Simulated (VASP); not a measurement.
Input of a VASP 6.6.1 run:

Contents of INCAR:

```
PREC     = Accurate       # precision mode
ENCUT    = 600            # plane-wave cutoff, eV
EDIFF    = 1E-6           # SCF threshold, eV
ISMEAR   = 0              # smearing method
SIGMA    = 0.1            # smearing width, eV
LREAL    = False          # projectors in reciprocal space
LASPH    = True           # aspherical terms in the spheres
NELM     = 100            # most SCF steps
ALGO     = Normal         # electronic algorithm
ISIF     = 3              # what is computed and relaxed
LWAVE    = False          # write WAVECAR
LCHARG   = False          # write CHGCAR
GGA      = PE             # functional
IBRION   = 2              # ionic algorithm
NSW      = 80             # ionic steps
EDIFFG   = -0.025         # ionic threshold
```

KPOINTS

```
Automatic mesh
0
Gamma
  6 6 2
```

The input POSCAR:

```
ScAl3N4
1.0
    3.1895413599     -0.0043979439     -0.0055076434
   -1.5985794111      2.8019382510      0.0325071007
   -0.0179857444      0.1121932703     10.4782802818
Sc Al N
1 3 4
Direct
    0.3692535509      0.7355132652      0.1647963806
    0.5989624664      0.2940156910      0.4389824324
    0.7278064447      0.3479826915      0.9216078074
    0.3586635604      0.6659599576      0.6650963645
    0.7218570057      0.3789833905      0.2368772633
    0.6578936062      0.3014235397      0.7380018355
    0.2770762629      0.5956834125      0.4868649041
   -0.0448462305      0.0137713853      0.9917730121
```

Potentials or basis: VASP PAW PBE potentials, release 64 (Sc_sv, Al, N).

Launch:

```bash
$ cat potpaw_PBE.64/Sc_sv/POTCAR potpaw_PBE.64/Al/POTCAR potpaw_PBE.64/N/POTCAR > POTCAR
$ mpirun -np 1 vasp_std > vasp.out
```

(1) What does it give for the band gap on the k mesh?

(2) What does it give for the relaxed cell?

(3) Predict the space group after relaxing (to 0.1 Å).

(4) Predict the relaxed volume.

Results:

(1) 3.01 eV (least direct gap 3.18 eV).

(2) a = 3.157 Å, b = 3.157 Å, c = 10.316 Å, α = 89.99°, β = 90.01°, γ = 119.99°.

(3) P3m1 (No. 156).

(4) 11.13 Å³/atom.
